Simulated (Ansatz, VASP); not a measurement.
# Ni in VASP and in Ansatz

Contents of POSCAR:

```
Ni
1.0
    0.0000000000      1.7619400000      1.7619400000
    1.7619400000      0.0000000000      1.7619400000
    1.7619400000      1.7619400000      0.0000000000
Ni
1
Direct
    0.0000000000      0.0000000000      0.0000000000
```

The input INCAR.step1:

```
SYSTEM = Ni
  ALGO = Normal
  EDIFF = 1E-4
  ENCUT = 600
  GGA = PE
  ISMEAR = -1
  LASPH = .TRUE.
  LCHARG = .FALSE.
  LREAL = .FALSE.
  LWAVE = .TRUE.
  NELM = 80
  PREC = Accurate
  SIGMA = 0.1
```

File INCAR.step2:

```
SYSTEM = Ni
  ALGO = Normal
  EDIFF = 1E-7
  EDIFFG = -0.01
  ENCUT = 600
  IBRION = 2
  ISIF = 3
  ISMEAR = -1
  ISTART = 1
  LASPH = .TRUE.
  LCHARG = .FALSE.
  LMIXTAU = .TRUE.
  LREAL = .FALSE.
  LWAVE = .FALSE.
  METAGGA = R2SCAN
  NELM = 80
  NSW = 80
  PREC = Accurate
  SIGMA = 0.1
```

File KPOINTS:

```
k-points
0
G
  15 15 15
  0 0 0
```

Input for Ansatz:

```yaml
crystal:
  lattice:
    - [0.0, 1.76194, 1.76194]
    - [1.76194, 0.0, 1.76194]
    - [1.76194, 1.76194, 0.0]
  atoms:
    - { symbol: Ni, position: [0.0, 0.0, 0.0] }
hamiltonian:
  xc: r2scan
  pseudopotentials:
    kind: paw
    azcp:
      Ni: "pseudopotentials/Ni.paw.azcp"
basis:
  ecutwfc: 500
  fft_grid_basis: typed
kpoints:
  mp_grid: { grid: [15, 15, 15], shift: [0, 0, 0] }
magnetization:
  spin_polarized: false
scf:
  occupations: { method: fermi_dirac, width: 0.1 }
relax:
  max_steps: 60
  f_tol: 0.01
  cell: {}
```

Alike in both runs: task relaxation of cell and atoms; functional r2SCAN; k mesh 15 × 15 × 15; occupations fermi-dirac, width 0.1 eV; no spin polarisation.

|  | VASP | Ansatz |
| --- | --- | --- |
| version | VASP 6.6.1 | Ansatz 0.2.0 |
| potentials or method | VASP PAW PBE potentials, release 64 (Ni), cutoff 600 eV | plane waves (500 eV) with PAW, scalar-relativistic |
| valence electrons in the cell | 10 | 18 |

|  | VASP | Ansatz | Ansatz less VASP |
| --- | --- | --- | --- |
| relaxed volume (Å³/atom) | 10.43 | 10.41 | -0.022 |
| relaxed length of the cell vector where the two differ most in proportion (Å) | 2.453 | 2.451 | -0.0017 |

VASP's potentials were made for PBE, not for r2SCAN. VASP's potentials hold 10 valence electrons a cell and Ansatz's 18, so a difference there can come from the potentials and not from the codes.
